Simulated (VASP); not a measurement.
**LiH: vibrations by perturbation theory with PBEsol**

LiH:

```xyz
2
Lattice="2.0298 2.0298 0.0000 -2.0298 2.0298 0.0000 0.0000 2.0298 2.0298" Properties=species:S:1:pos:R:3 pbc="T T T"
Li    0.0000    0.0000    0.0000
H     0.0000    2.0298    0.0000
```

| Item | Value |
| --- | --- |
| Program | VASP 6.6.1 |
| Task | vibrations by perturbation theory |
| Functional | PBEsol |
| Potentials or basis | VASP PAW PBE potentials, release 64 (Li_sv, H) |
| Cutoff | 520 eV |
| k mesh | 10 × 10 × 10 |
| Occupations | gaussian, width 0.01 eV |
| Spin | no spin polarisation |
| Dipole correction | no |
| Further INCAR settings | ALGO = Normal; EDIFF = 1e-08; IBRION = 8; NSW = 1 |

```
Highest phonon frequency at Γ, LO-TO splitting left out : 568 cm⁻¹
```

Phonon frequencies in cm⁻¹ (negative: imaginary):
```csv
q point,frequencies
"(0.000, 0.000, 0.000)",-2 -2 -2 568 568 568
```

It took 37 s on 1 thread of Intel Xeon 6975P-C, on a shared host, peak memory 0.16 GiB.

Caveat: the cell wasn't relaxed at this level first, which shifts response properties.
